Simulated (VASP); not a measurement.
A run of VASP 6.6.1:

Contents of INCAR:

```
  ALGO = Normal
  EDIFF = 1E-6
  ENCUT = 520
  GGA = PE
  ISIF = 2
  ISMEAR = 0
  LASPH = T
  LCHARG = F
  LREAL = F
  LWAVE = F
  NBANDS = 27
  NELM = 80
  PREC = Accurate
  SIGMA = 0.1
```

Contents of KPOINTS:

```
k-points
0
Gamma
  3 3 6
```

The input POSCAR:

```
Al6TeP2
1.0
    7.5373515700      0.0000000000      0.0000000000
   -3.7686757900      6.5275379400      0.0000000000
    0.0000000000      0.0000000000      3.6988157600
Al Te P
6 1 2
Direct
    0.5996000200      0.0000000000      0.0000000000
    0.4003999800      0.4003999800      0.0000000000
    0.0000000000      0.5996000200      0.0000000000
    0.2418000000      0.0000000000      0.5000000000
    0.7582000000      0.7582000000      0.5000000000
    0.0000000000      0.2418000000      0.5000000000
    0.0000000000      0.0000000000      0.0000000000
    0.3333333300      0.6666666700      0.5000000000
    0.6666666700      0.3333333300      0.5000000000
```

Potentials or basis: VASP PAW PBE potentials, release 64 (Al, Te, P).

Command:

```sh
$ cat potpaw_PBE.64/Al/POTCAR potpaw_PBE.64/Te/POTCAR potpaw_PBE.64/P/POTCAR > POTCAR
$ mpirun -np 1 vasp_std > vasp.out
```

Hardware: 1 thread of Intel(R) Xeon(R) Platinum 8488C (Sapphire Rapids) (shared host).

Question: How long does it take, and how much memory?

Answer: Run time: 43 s on 1 thread of Intel(R) Xeon(R) Platinum 8488C (Sapphire Rapids), with other jobs on the host, peak memory 0.3 GiB. Counts: scf iterations 14, k points 12.
